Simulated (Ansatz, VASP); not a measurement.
This is a calculation of SnTe for Ansatz 0.2.0.

The input input.yaml:

```yaml
crystal:
  lattice:
    - [0.0, 3.15085, 3.15085]
    - [3.15085, 0.0, 3.15085]
    - [3.15085, 3.15085, 0.0]
  atoms:
    - { symbol: Te, position: [0.5, 0.5, 0.5] }
    - { symbol: Sn, position: [0.0, 0.0, 0.0] }
kpoints:
  mp_grid: { grid: [4, 4, 4] }
scf:
  occupations: { method: fermi_dirac, width: 0.05 }
hamiltonian:
  xc: pbe0
  pseudopotentials: { kind: all_electron, datasets: crystal }
output:
  forces: true
  stress: true
```

Potentials or basis: all-electron PAW datasets made for the crystal.

Run with:

```bash
$ ansatz run input.yaml --threads 1 --pin off --max-ram 3072MiB --backend cpu --events-out ev --progress --plain --runs-dir out
```

Question: Set up the same calculation for VASP 6.6.1. Potentials there: VASP PAW PBE potentials, release 64 (Te, Sn_d).

Answer: As run (the cutoff follows the program's own potentials):

Contents of POSCAR:

```
SnTe
1.0
    0.0000000000      3.1508500000      3.1508500000
    3.1508500000      0.0000000000      3.1508500000
    3.1508500000      3.1508500000      0.0000000000
Te Sn
1 1
Direct
    0.5000000000      0.5000000000      0.5000000000
    0.0000000000      0.0000000000      0.0000000000
```

Contents of INCAR.step1:

```
ALGO = Normal ; EDIFF = 1E-5
ENCUT = 520 ; GGA = PE
ISIF = 2 ; ISMEAR = -1
LASPH = True ; LCHARG = False
LREAL = False ; LWAVE = True
NBANDS = 17 ; NELM = 100
PREC = Accurate ; SIGMA = 0.05
```

Contents of INCAR.step2:

```
AEXX = 0.25 ; ALGO = Normal
EDIFF = 1E-6 ; ENCUT = 520
GGA = PE ; ISIF = 2
ISMEAR = -1 ; ISTART = 1
LASPH = True ; LCHARG = False
LHFCALC = True ; LREAL = False
LWAVE = False ; NBANDS = 17
NELM = 100 ; PREC = Accurate
PRECFOCK = Normal ; SIGMA = 0.05
```

File KPOINTS:

```
k-points
0
Gamma
  4 4 4
```

Potentials or basis: VASP PAW PBE potentials, release 64 (Te, Sn_d).

Launch:

```bash
$ cat potpaw_PBE.64/Te/POTCAR potpaw_PBE.64/Sn_d/POTCAR > POTCAR
$ cp INCAR.step1 INCAR
$ mpirun -np 1 vasp_std > vasp.out
$ cp INCAR.step2 INCAR
$ mpirun -np 1 vasp_std > vasp.out
```

Both were run:

|  | VASP | Ansatz | Ansatz less VASP |
| --- | --- | --- | --- |
| gap on the k mesh at the Fermi level (eV) | 0.62 | 0.68 | +0.067 |
| least direct gap on the mesh (eV) | 0.62 | 0.68 | +0.067 |
| pressure (GPa) | -0.1 | 1.5 | +1.65 |

Ansatz ran all-electron here, and VASP with PAW potentials.

The k mesh is coarse, so the values compare programs but aren't converged. Neither program's run includes spin-orbit coupling.
